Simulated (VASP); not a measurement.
Wanted: the native input for a VASP 6.6.1 run.

| Item | Value |
| --- | --- |
| Task | single point |
| Functional | PBEsol |
| Potentials or basis | VASP PAW PBE potentials, release 64 (Fe, Si) |
| Cutoff | 520 eV |
| k mesh | 8 × 8 × 8 |
| Occupations | gaussian, width 0.02 eV |
| Spin | no spin polarisation |
| Dipole correction | no |
| Further INCAR settings | ALGO = Normal; EDIFF = 1e-07; NBANDS = 34 |

The structure of FeSi lies in POSCAR:

```
FeSi
1.0
    4.1882670859      0.0000000000      0.0000000000
    0.0000000000      4.1882670859      0.0000000000
    0.0000000000      0.0000000000      4.1882670859
Fe Si
4 4
Direct
    0.1416607738      0.1416607738      0.1416607738
    0.3583392262      0.8583392262      0.6416607738
    0.6416607738      0.3583392262      0.8583392262
    0.8583392262      0.6416607738      0.3583392262
    0.8431763902      0.8431763902      0.8431763902
    0.6568236098      0.1568236098      0.3431763902
    0.3431763902      0.6568236098      0.1568236098
    0.1568236098      0.3431763902      0.6568236098
```

One way to write it, as run:

INCAR

```
SYSTEM = FeSi
PREC = Accurate ; ENCUT = 520
EDIFF = 1E-7 ; ISMEAR = 0
SIGMA = 0.02 ; LREAL = .FALSE.
LASPH = .TRUE. ; NELM = 60
ALGO = Normal ; ISIF = 2
LWAVE = .FALSE. ; LCHARG = .TRUE.
GGA = PS ; LELF = .TRUE.
LVHAR = .TRUE. ; NBANDS = 34
```

KPOINTS

```
regular mesh
0
G
  8 8 8
  0 0 0
```

Potentials or basis: VASP PAW PBE potentials, release 64 (Fe, Si).

Run with:

```sh
$ cat potpaw_PBE.64/Fe/POTCAR potpaw_PBE.64/Si/POTCAR > POTCAR
$ mpirun -np 1 vasp_std > vasp.out
```

It gave:

```yaml
Pressure: 52.2 GPa
Largest_force: 0.054 eV/Å
Band_gap_on_the_k_mesh: 0.13 eV (least direct gap 0.17 eV)
```

Caveat: the cell stands under pressure; the PAW data sets were made with another functional, which shifts forces and pressure a little.

Wall time 2.3 min on 1 thread of Intel Xeon 8259CL, on a shared host, peak memory 0.23 GiB.
